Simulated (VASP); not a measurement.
Wanted: the native input for a VASP 6.6.1 run.

```
Task                   : single point
Functional             : PBE
Potentials or basis    : VASP PAW PBE potentials, release 64 (Co)
Cutoff                 : 600 eV
k mesh                 : 5 × 5 × 3
Occupations            : fermi-dirac, width 0.05 eV
Spin                   : collinear spin, antiferromagnetic start
Starting moments       : [3.0, -3.0] μB
Dipole correction      : no
Further INCAR settings : ALGO = Normal; EDIFF = 1e-06; NBANDS = 20
```

The structure of Co lies in POSCAR:

```
Co
1.0
    2.5000000000      0.0000000000      0.0000000000
   -1.2500000000      2.1650635095      0.0000000000
    0.0000000000      0.0000000000      4.0000000000
Co
2
Direct
    0.3333333333      0.6666666667      0.2500000000
    0.6666666667      0.3333333333      0.7500000000
```

The input as run:

INCAR

```
PREC = Accurate
ENCUT = 600
EDIFF = 1E-6
ISMEAR = -1
SIGMA = 0.05
LREAL = False
LASPH = True
NELM = 200
ALGO = Normal
ISIF = 2
LWAVE = False
LCHARG = True
ISPIN = 2
MAGMOM = 3 -3
LORBIT = 11
LMAXMIX = 4
GGA = PE
LELF = True
LVHAR = True
NBANDS = 20
GGA_COMPAT = False
```

KPOINTS

```
Automatic mesh
0
Gamma
  5 5 3
```

Potentials or basis: VASP PAW PBE potentials, release 64 (Co).

Run with:

```console
$ cat potpaw_PBE.64/Co/POTCAR > POTCAR
$ mpirun -np 1 vasp_std > vasp.out
```

It gave:

* Pressure: -5.7 GPa
* Band gap on the k mesh: zero (filled and empty bands overlap)
* Net moment: 0.00 μB per cell
* Site moments: Co +1.01, -1.01 μB
* Valence electrons inside the program's atomic spheres: Co 8.27

Caveat: the k points lie up to 0.58 Å⁻¹ apart.

Run time: 18 s on 1 thread of Intel(R) Xeon(R) Platinum 8375C CPU @ 2.90GHz (Ice Lake) (shared host), peak memory 0.15 GiB.
